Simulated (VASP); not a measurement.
# NaF (Villiaumite) (Fm-3m) in VASP: notebook, part 2 of 2

VASP 6.6.1. The steps go on from the part before.

### Step 3. Density of states, PBE

POSCAR reads:

```
NaF
1.0
    0.0000000000      2.3497438127      2.3497438127
    2.3497438127      0.0000000000      2.3497438127
    2.3497438127      2.3497438127      0.0000000000
Na F
1 1
Direct
    0.0000000000      0.0000000000      0.0000000000
    0.5000000000      0.5000000000      0.5000000000
```

INCAR.step1 reads:

```
SYSTEM = NaF
  PREC = Accurate
  ENCUT = 520
  EDIFF = 1E-6
  ISMEAR = 0
  SIGMA = 0.02
  LREAL = .FALSE.
  LASPH = .TRUE.
  NELM = 100
  ALGO = Normal
  ISIF = 2
  LWAVE = .FALSE.
  LCHARG = .TRUE.
  GGA = PE
  NBANDS = 14
```

KPOINTS.step1 reads:

```
regular mesh
0
G
  8 8 8
  0 0 0
```

INCAR.step2 reads:

```
SYSTEM = NaF
  PREC = Accurate
  ENCUT = 520
  EDIFF = 1E-6
  ISMEAR = -5
  SIGMA = 0.02
  LREAL = .FALSE.
  LASPH = .TRUE.
  NELM = 100
  ALGO = Normal
  ISIF = 2
  LWAVE = .FALSE.
  LCHARG = .FALSE.
  GGA = PE
  LORBIT = 11
  NEDOS = 1001
  ICHARG = 11
```

KPOINTS.step2 reads:

```
regular mesh
0
G
  12 12 12
  0 0 0
```

Potentials or basis: VASP PAW PBE potentials, release 64 (Na_pv, F).

Launch:

```bash
> cat potpaw_PBE.64/Na_pv/POTCAR potpaw_PBE.64/F/POTCAR > POTCAR
> cp INCAR.step1 INCAR
> cp KPOINTS.step1 KPOINTS
> mpirun -np 1 vasp_std > vasp.out
> cp INCAR.step2 INCAR
> cp KPOINTS.step2 KPOINTS
> mpirun -np 1 vasp_std > vasp.out
```

Wall time 47 s (1 thread of AMD EPYC 7R13, shared host); peak memory 0.12 GiB.

Results (log left out):

| Property | Result |
| --- | --- |
| Valence electrons inside the program's atomic spheres | Na 6.04; F 6.10 |

Levels at points of the mesh, in eV from the valence-band top:
```
           k point  band 3  band 4  band 5  band 6  band 7  band 8  band 9  band 10  band 11
(0.00, 0.00, 0.00)  -19.07  -19.07    0.00    0.00    0.00    6.08   18.67    18.67    18.67
(0.50, 0.00, 0.00)  -19.09  -18.28   -1.50   -0.23   -0.23   10.52   12.11    19.65    19.65
(0.50, 0.50, 0.00)  -19.12  -18.88   -1.21   -0.38   -0.38   12.81   13.16    13.19    19.23
```

### Step 4. Vibrations by perturbation theory, PBE

INCAR reads:

```
PREC = Accurate
ENCUT = 520
EDIFF = 1E-8
ISMEAR = 0
SIGMA = 0.01
LREAL = False
LASPH = True
NELM = 80
ALGO = Normal
ISIF = 2
LWAVE = False
LCHARG = False
GGA = PE
NBANDS = 14
IBRION = 8
NSW = 1
LEPSILON = True
```

KPOINTS reads:

```
Automatic mesh
0
Gamma
  8 8 8
```

POSCAR reads:

```
NaF
1.0
    0.0000000000      2.3505024027      2.3505024027
    2.3505024027      0.0000000000      2.3505024027
    2.3505024027      2.3505024027      0.0000000000
Na F
1 1
Direct
    0.0000000000      0.0000000000      0.0000000000
    0.5000000000      0.5000000000      0.5000000000
```

Potentials or basis: VASP PAW PBE potentials, release 64 (Na_pv, F).

Launch:

```bash
> cat potpaw_PBE.64/Na_pv/POTCAR potpaw_PBE.64/F/POTCAR > POTCAR
> mpirun -np 1 vasp_std > vasp.out
```

OUTCAR:

```text
PREC = Accurate
   ENCUT = 520
   EDIFF = 1E-8
   ISMEAR = 0
   LREAL = False
   LASPH = True
   NELM = 80
   ISIF = 2
   GGA = PE
   IBRION = 8
   NSW = 1
   LEPSILON = True

 ion  position               nearest neighbor table
   1  0.000  0.000  0.000-
   2  0.500  0.500  0.500-

  LATTYP: Found a face centered cubic cell.
 ALAT       =     4.7010048054

  Lattice vectors:

 A1 = (   0.0000000000,   2.3505024027,   2.3505024027)
 A2 = (   2.3505024027,   0.0000000000,   2.3505024027)
 A3 = (   2.3505024027,   2.3505024027,   0.0000000000)

Analysis of symmetry for initial positions (statically):
=====================================================================
 Subroutine PRICEL returns:
 Original cell was already a primitive cell.

 Routine SETGRP: Setting up the symmetry group for a
 face centered cubic supercell.
[... 705 lines left out ...]
  z     0.00000     0.00000     0.00000     0.00000     0.00000     0.00000

 SECOND DERIVATIVES (NOT SYMMETRIZED)
 ------------------------------------
               1X          1Y          1Z          2X          2Y          2Z
  1X    -2.010266    0.000000    0.000000    2.010266    0.000000    0.000000
  1Y     0.000000   -2.010266    0.000000    0.000000    2.010266    0.000000
  1Z     0.000000    0.000000   -2.010266    0.000000    0.000000    2.010266
  2X     1.964096    0.000000    0.000000   -1.964096    0.000000    0.000000
  2Y     0.000000    1.964096    0.000000    0.000000   -1.964096    0.000000
  2Z     0.000000    0.000000    1.964096    0.000000    0.000000   -1.964096

 Eigenvectors and eigenvalues of the dynamical matrix
 ----------------------------------------------------

   1 f  =    6.829295 THz    42.909726 2PiTHz  227.800761 cm-1    28.243682 meV
             X         Y         Z           dx          dy          dz
      0.000000  0.000000  0.000000    -0.275548    0.618305   -0.000000
      2.350502  2.350502  2.350502     0.299616   -0.672312    0.000000
[... 21 lines left out ...]
   6 f/i=    0.039531 THz     0.248378 2PiTHz    1.318597 cm-1     0.163485 meV
             X         Y         Z           dx          dy          dz
      0.000000  0.000000  0.000000    -0.013562   -0.128647   -0.724595
      2.350502  2.350502  2.350502    -0.012473   -0.118313   -0.666389

--------------------------------------------------------------------------------------------------------

 MACROSCOPIC STATIC DIELECTRIC TENSOR IONIC CONTRIBUTION
 ------------------------------------------------------
           3.607454     0.000000     0.000000
           0.000000     3.607454     0.000000
           0.000000     0.000000     3.607454
 ------------------------------------------------------

 ELASTIC MODULI CONTR FROM IONIC RELAXATION (kBar)
 Direction    XX          YY          ZZ          XY          YZ          ZX
 --------------------------------------------------------------------------------
 XX           0.0000      0.0000      0.0000      0.0000      0.0000      0.0000
 YY           0.0000      0.0000      0.0000      0.0000      0.0000      0.0000
 ZZ           0.0000      0.0000      0.0000      0.0000      0.0000      0.0000
 XY           0.0000      0.0000      0.0000      0.0000      0.0000      0.0000
 YZ           0.0000      0.0000      0.0000      0.0000      0.0000      0.0000
 ZX           0.0000      0.0000      0.0000      0.0000      0.0000      0.0000
 --------------------------------------------------------------------------------

 PIEZOELECTRIC TENSOR IONIC CONTR  for field in x, y, z        (C/m^2)
          XX          YY          ZZ          XY          YZ          ZX
  --------------------------------------------------------------------------------
  x     0.00000     0.00000     0.00000     0.00000     0.00000     0.00000
  y     0.00000     0.00000     0.00000     0.00000     0.00000     0.00000
  z     0.00000     0.00000     0.00000     0.00000     0.00000     0.00000
```

Run time: 96 s. Hardware: 1 thread of Intel Xeon 6975P-C (Granite Rapids), shared host; peak memory 0.2 GiB.

Results:

| Quantity | Value |
| --- | --- |
| Electronic dielectric tensor (diagonal) | 1.85 |
| Born charges (mean of the diagonal) | Na +1.01; F -1.01 e |
| Highest phonon frequency at Γ, LO-TO splitting left out | 228 cm⁻¹ |

Phonon frequencies in cm⁻¹ (negative: imaginary):
| q point | frequencies |
| --- | --- |
| (0.000, 0.000, 0.000) | -1 -1 -1 228 228 228 |

Electronic dielectric tensor:
```
1.85 0.00 0.00
0.00 1.85 0.00
0.00 0.00 1.85
```

Born effective charge tensors (e):
atom 1, Na
```
1.01 0.00 0.00
0.00 1.01 0.00
0.00 0.00 1.01
```
atom 2, F
```
-1.01  0.00  0.00
 0.00 -1.01  0.00
 0.00  0.00 -1.01
```
